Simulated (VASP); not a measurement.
Set up this calculation in VASP 6.6.1, as the native input.

* Task: single point
* Functional: r2SCAN
* Potentials or basis: VASP PAW PBE potentials, release 64 (C)
* Cutoff: 520 eV
* k mesh: 12 × 12 × 2
* Occupations: fermi-dirac, width 0.05 eV
* Spin: no spin polarisation
* Dipole correction: no
* Further INCAR settings: ALGO = Normal; EDIFF = 1e-07; NBANDS = 16

The system is C, a slab with vacuum.

```
C
1.0
     2.45623    0.00000    0.00000
    -1.22811    2.12716    0.00000
     0.00000    0.00000   24.13396
C
4
Direct
  0.66667 0.33333 0.57048
  0.33333 0.66667 0.42952
  0.00000 0.00000 0.42953
  0.00000 0.00000 0.57047
```

One way to write it, as run:

POSCAR

```
C
1.0
    2.4562275060      0.0000000000      0.0000000000
   -1.2281137530      2.1271554177      0.0000000000
    0.0000000000      0.0000000000     24.1339601687
C
4
Direct
    0.6666666667      0.3333333333      0.5704754400
    0.3333333333      0.6666666667      0.4295245600
    0.0000000000      0.0000000000      0.4295312300
    0.0000000000      0.0000000000      0.5704687700
```

INCAR.step1

```
SYSTEM = C
  PREC = Accurate
  ENCUT = 520
  ISMEAR = -1
  SIGMA = 0.05
  LREAL = .False.
  LASPH = .True.
  NELM = 100
  NBANDS = 16
  GGA = PE
  ALGO = Normal
  EDIFF = 1E-4
  LWAVE = .True.
  LCHARG = .False.
```

INCAR.step2

```
SYSTEM = C
  PREC = Accurate
  ENCUT = 520
  EDIFF = 1E-7
  ISMEAR = -1
  SIGMA = 0.05
  LREAL = .False.
  LASPH = .True.
  NELM = 100
  ALGO = Normal
  ISIF = 2
  LWAVE = .False.
  LCHARG = .False.
  METAGGA = R2SCAN
  LMIXTAU = .True.
  NBANDS = 16
  ISTART = 1
```

KPOINTS

```
Automatic mesh
0
Gamma
  12 12 2
  0 0 0
```

Potentials or basis: VASP PAW PBE potentials, release 64 (C).

The run is started by

```console
$ cat potpaw_PBE.64/C/POTCAR > POTCAR
$ cp INCAR.step1 INCAR
$ mpirun -np 1 vasp_std > vasp.out
$ cp INCAR.step2 INCAR
$ mpirun -np 1 vasp_std > vasp.out
```

It gave:

```yaml
Largest_force: 0.018 eV/Å
Band_gap_on_the_k_mesh: zero (filled and empty bands touch)
```

Caveat: the PAW data sets were made with another functional, which shifts forces and pressure a little.

It took 10 min on 1 thread of Intel(R) Xeon(R) Platinum 8488C (Sapphire Rapids) (shared host), peak memory 0.25 GiB.
